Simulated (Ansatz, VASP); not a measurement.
Two plane-wave programs on AlN

```
CELL_PARAMETERS angstrom
3.26200 0.00000 0.00000
-1.63100 2.82497 0.00000
0.00000 0.00000 4.18260
ATOMIC_POSITIONS crystal
Al 0.33333 0.66667 0.75000
Al 0.66667 0.33333 0.25000
N 0.33333 0.66667 0.25000
N 0.66667 0.33333 0.75000
```

Alike in both runs: task single point; functional PBEsol; k mesh 9 × 9 × 6; occupations gaussian, width 0.05 eV; no spin polarisation.

```csv
,VASP,Ansatz
version,VASP 6.6.1,Ansatz 0.2.0
potentials or method,"VASP PAW PBE potentials, release 64 (Al, N), cutoff 520 eV","scalar-relativistic, plane waves, PAW"
valence electrons in the cell,16,16
```

|  | VASP | Ansatz | Ansatz less VASP |
| --- | --- | --- | --- |
| gap on the k mesh at the Fermi level (eV) | 3.39 | 3.38 | -0.014 |
| least direct gap on the mesh (eV) | 3.39 | 3.38 | -0.014 |
| pressure (GPa) | 3.8 | 3.9 | +0.04 |
| traceless stress, the component that is largest in VASP (GPa) | -3.63 | -3.56 | +0.065 |

VASP's potentials were made for PBE, not for PBEsol. With one functional, cell and mesh, what is left measures potentials, basis and numerics.
